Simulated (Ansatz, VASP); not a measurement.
One calculation of Hg2S, two programs

The input INCAR:

```
PREC = Accurate ; ENCUT = 600
EDIFF = 1E-6 ; ISMEAR = 0
SIGMA = 0.1 ; LREAL = F
LASPH = T ; NELM = 80
ALGO = Normal ; ISIF = 3
LWAVE = F ; LCHARG = F
GGA = PE ; IBRION = 2
NSW = 100 ; EDIFFG = -0.01
```

Contents of KPOINTS:

```
Automatic mesh
0
Gamma
  8 8 8
```

Contents of POSCAR:

```
Hg2S
1.0
    0.0000000000      4.9423145813      4.9423145813
    4.9423145813      0.0000000000      4.9423145813
    4.9423145813      4.9423145813      0.0000000000
Hg S
4 2
Direct
    0.8537658136      0.4387025592      0.8537658136
    0.8537658136      0.8537658136      0.8537658136
    0.4387025592      0.8537658136      0.8537658136
    0.8537658136      0.8537658136      0.4387025592
    0.5000000000      0.5000000000      0.5000000000
    0.0000000000      0.0000000000      0.0000000000
```

Input for Ansatz:

```yaml
crystal:
  lattice:
    - [0.0, 4.9423145813, 4.9423145813]
    - [4.9423145813, 0.0, 4.9423145813]
    - [4.9423145813, 4.9423145813, 0.0]
  atoms:
    - { symbol: Hg, position: [0.8537658136, 0.4387025592, 0.8537658136] }
    - { symbol: Hg, position: [0.8537658136, 0.8537658136, 0.8537658136] }
    - { symbol: Hg, position: [0.4387025592, 0.8537658136, 0.8537658136] }
    - { symbol: Hg, position: [0.8537658136, 0.8537658136, 0.4387025592] }
    - { symbol: S, position: [0.5, 0.5, 0.5] }
    - { symbol: S, position: [0.0, 0.0, 0.0] }
basis:
  ecutwfc: 420
kpoints:
  mp_grid: { grid: [8, 8, 8] }
hamiltonian:
  xc: pbe
scf:
  occupations: { method: gaussian, width: 0.1 }
output:
  forces: true
  stress: true
  eigenvalues: true
  write_density: true
  write_potential: true
  elf: true
  volumetric_format: npy
relax:
  adjacent_minimum: "off"
  f_tol: 0.01
  max_steps: 80
  cell: { stress_tol: 0.05 }
```

Alike in both runs: task relaxation of cell and atoms; functional PBE; k mesh 8 × 8 × 8; occupations gaussian, width 0.1 eV; no spin polarisation.

|  | VASP | Ansatz |
| --- | --- | --- |
| version | VASP 6.6.1 | Ansatz 0.2.0 |
| potentials or method | VASP PAW PBE potentials, release 64 (Hg, S), cutoff 600 eV | scalar-relativistic, plane waves, PAW |
| valence electrons in the cell | 60 | 92 |

```tsv
	VASP	Ansatz	Ansatz less VASP
gap on the k mesh at the Fermi level, each at its own relaxed structure (eV)	none	none	-
relaxed volume (Å³/atom)	40.76	40.24	-0.514
relaxed length of the cell vector where the two differ most in proportion (Å)	7.019	6.989	-0.0297
```

A gap of «none» marks a metal or a gap that the smearing closes. VASP's potentials hold 60 valence electrons a cell and Ansatz's 92, so a difference there can come from the potentials and not from the codes. Ansatz's warnings: xc potential rough in thin density.

Spin-orbit coupling is off throughout.
